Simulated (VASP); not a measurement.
Runs of VASP 6.6.1 on BN. The structure is that of space group R3m (No. 160), or close to it. The cells are those of the table. 

| task | potentials or basis | cell | k mesh | cutoff (eV) | smearing | second run | gap on the mesh (eV) | pressure (GPa) | relaxed volume (Å³/atom) |
| --- | --- | --- | --- | --- | --- | --- | --- | --- | --- |
| single point | VASP PAW PBE potentials, release 64 (B, N) | a = 2.512, b = 2.512, c = 4.415 Å, angles 106.3, 106.3, 60.0°, 2 atoms | 10 × 10 × 6 | 520 | gaussian 0.02 eV | - | (b) | 0.1 | - |
| relaxation of cell and atoms | VASP PAW PBE potentials, release 64 (B_h, N_h) | relaxed from a = 2.512, b = 2.512, c = 4.108 Å, angles 107.2, 107.2, 60.0°, 2 atoms | 10 × 10 × 6 | 910 | gaussian 0.02 eV | hard_potentials | 4.55 | 0.0 | (a) |
| single point | VASP PAW PBE potentials, release 64 (B, N) | a = 2.512, b = 2.512, c = 4.108 Å, angles 107.2, 107.2, 60.0°, 2 atoms | 8 × 8 × 6 | 520 | gaussian 0.1 eV | - | 4.58 | 0.1 | - |
| relaxation of cell and atoms | VASP PAW PBE potentials, release 64 (B, N) | relaxed from a = 2.512, b = 2.512, c = 4.415 Å, angles 106.3, 106.3, 60.0°, 2 atoms | 10 × 10 × 6 | 600 | gaussian 0.02 eV | - | 4.59 | 0.0 | 10.74 |
| relaxation of cell and atoms | VASP PAW PBE potentials, release 64 (B, N) | relaxed from a = 2.512, b = 2.512, c = 4.108 Å, angles 107.2, 107.2, 60.0°, 2 atoms | 10 × 10 × 6 | 600 | gaussian 0.02 eV | - | 4.54 | 0.0 | - |

Alike in all rows: level PBE; no spin polarisation.

Problem. Estimate the missing entries.

Solution. (a) 10.54; (b) 4.52.

Caveats: this functional lacks dispersion, which binds the layers, so the pressure and a relaxed spacing across them are unreliable; the cutoff is under 1.25 times the usual one of these potentials, so pressure, stress and relaxed cells hold a basis-set (Pulay) error (some runs); the relaxation stopped at its first step, so nothing moved (some runs).

A k mesh can miss the band edges.
